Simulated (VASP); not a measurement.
Here is a VASP 6.6.1 calculation.

The input INCAR:

```
ALGO = Normal ; EDIFF = 1E-6
ENCUT = 600 ; GGA = PE
GGA_COMPAT = F ; ISIF = 2
ISMEAR = 0 ; LASPH = T
LCHARG = F ; LREAL = F
LWAVE = F ; NBANDS = 15
NELM = 120 ; PREC = Accurate
SIGMA = 0.02
```

Contents of KPOINTS:

```
k-points
0
Gamma
  8 8 8
```

The input POSCAR:

```
CaO
1.0
    0.0000000000      2.4153651080      2.4153651080
    2.4153651080      0.0000000000      2.4153651080
    2.4153651080      2.4153651080      0.0000000000
Ca O
1 1
Direct
    0.0000000000      0.0000000000      0.0000000000
    0.5000000000      0.5000000000      0.5000000000
```

Potentials or basis: VASP PAW PBE potentials, release 64 (Ca_sv, O).

Command:

```bash
$ cat potpaw_PBE.64/Ca_sv/POTCAR potpaw_PBE.64/O/POTCAR > POTCAR
$ mpirun -np 1 vasp_std > vasp.out
```

Predict the band gap on the k mesh.

3.64 eV, indirect (least direct gap 4.02 eV).

Estimate the pressure.

0.4 GPa.

A k mesh can miss the band edges. As with any semilocal functional, this PBE gap is likely too small.
